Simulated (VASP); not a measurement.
The system is BiPdCl.

```
Bi Pd Cl
1.0
     3.99547    0.00000    0.00000
     0.00000    3.99547    0.00000
     0.00000    0.00000    7.56982
Bi Pd Cl
2 2 2
Direct
  0.00000 0.50000 0.17100
  0.50000 0.00000 0.82900
  0.00000 0.00000 0.00000
  0.50000 0.50000 0.00000
  0.00000 0.50000 0.65000
  0.50000 0.00000 0.35000
```

Base run:

- Program: VASP 6.6.1
- Functional: revPBE
- Dispersion: D3(BJ)
- Potentials or basis: VASP PAW PBE potentials, release 64 (Bi_d, Pd, Cl)
- Cutoff: 520 eV
- k mesh: 5 × 5 × 3
- Occupations: methfessel-paxton, width 0.0216 eV
- Spin: no spin polarisation

Its results: band gap on the k mesh zero (band 32 reaches 8.11 eV, above the bottom of band 33 at 7.85 eV); pressure 43.1 GPa; largest force 11.468 eV/Å.

Question: The run is repeated on the same cell with these changes: functional from revPBE to PBE; dispersion from D3(BJ) to none. What comes out?

Answer: Band gap on the k mesh zero (band 32 reaches 8.03 eV, above the bottom of band 33 at 7.76 eV); pressure 47.9 GPa; largest force 11.331 eV/Å.

Several settings changed at once, so the effect can't be laid on one alone.

Caveats: spin-orbit coupling is left out, which moves the levels of the heavy elements; the PAW data sets were made with another functional, which shifts forces and pressure a little (some runs); pairwise dispersion overbinds metals, which lowers pressure and volume (some runs); forces of over 1 eV/Å act on the atoms, so gaps and moduli don't describe the material at rest (some runs).
